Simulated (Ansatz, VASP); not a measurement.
**Two plane-wave programs on Hg**

```
Hg
1.0
    -1.80829    1.80829    1.94844
     1.80829   -1.80829    1.94844
     1.80829    1.80829   -1.94844
Hg
1
Direct
  0.50000 0.50000 0.00000
```

Alike in both runs: functional PBE; dispersion D3(BJ); k mesh 16 × 16 × 16; occupations gaussian, width 0.1 eV; no spin polarisation.

Ansatz relaxed the structure, and its values are those at the end. VASP's run is a single point on that final structure, the one shown.

|  | VASP | Ansatz |
| --- | --- | --- |
| version | VASP 6.6.1 | Ansatz 0.2.0 |
| potentials or method | VASP PAW PBE potentials, release 64 (Hg), cutoff 520 eV | scalar-relativistic, plane waves, PAW |
| valence electrons in the cell | 12 | 20 |

Ansatz gave:

| Property | Result |
| --- | --- |
| gap on the k mesh at the Fermi level (eV) | none |
| pressure (GPa) | 0.0 |

Q: What did VASP give for the same quantities?

A: gap on the k mesh at the Fermi level (eV): none; pressure (GPa): 0.2.

A gap of «none» marks a metal or a gap that the smearing closes. VASP's potentials hold 12 valence electrons a cell and Ansatz's 20, so a difference there can come from the potentials and not from the codes.

Neither program's run includes spin-orbit coupling.
